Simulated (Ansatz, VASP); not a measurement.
**MnAs: VASP beside Ansatz**

```
Mn As
1.0
     3.65605    0.00000    0.00000
    -1.82802    3.16623    0.00000
     0.00000    0.00000    5.50245
Mn As
2 2
Direct
  0.00000 0.00000 0.00000
  0.00000 0.00000 0.50000
  0.33333 0.66667 0.25000
  0.66667 0.33333 0.75000
```

Alike in both runs: functional PBE; k mesh 12 × 12 × 8; occupations gaussian, width 0.1 eV; collinear spin.

Ansatz relaxed the structure, and its values are those at the end. VASP's run is a single point on that final structure, the one shown.

|  | VASP | Ansatz |
| --- | --- | --- |
| version | VASP 6.6.1 | Ansatz 0.2.0 |
| potentials or method | VASP PAW PBE potentials, release 64 (Mn_pv, As), cutoff 520 eV | scalar-relativistic, plane waves, PAW |
| valence electrons in the cell | 36 | 60 |

Ansatz gave:

* gap on the k mesh at the Fermi level (eV): none
* pressure (GPa): 0.0
* net moment per atom (μB): 1.42
* size of the moment on the site where the two differ most (μB): 2.85

Problem. What did VASP give for the same quantities?

Solution. gap on the k mesh at the Fermi level (eV): none; pressure (GPa): 0.2; net moment per atom (μB): 1.42; size of the moment on the site where the two differ most (μB): 2.91.

Site moments also hang on the region over which each program counts them. A gap of «none» marks a metal or a gap that the smearing closes. The functional is the same, so the differences come from potentials, cutoffs and numerics. VASP's potentials hold 36 valence electrons a cell and Ansatz's 60, so a difference there can come from the potentials and not from the codes.
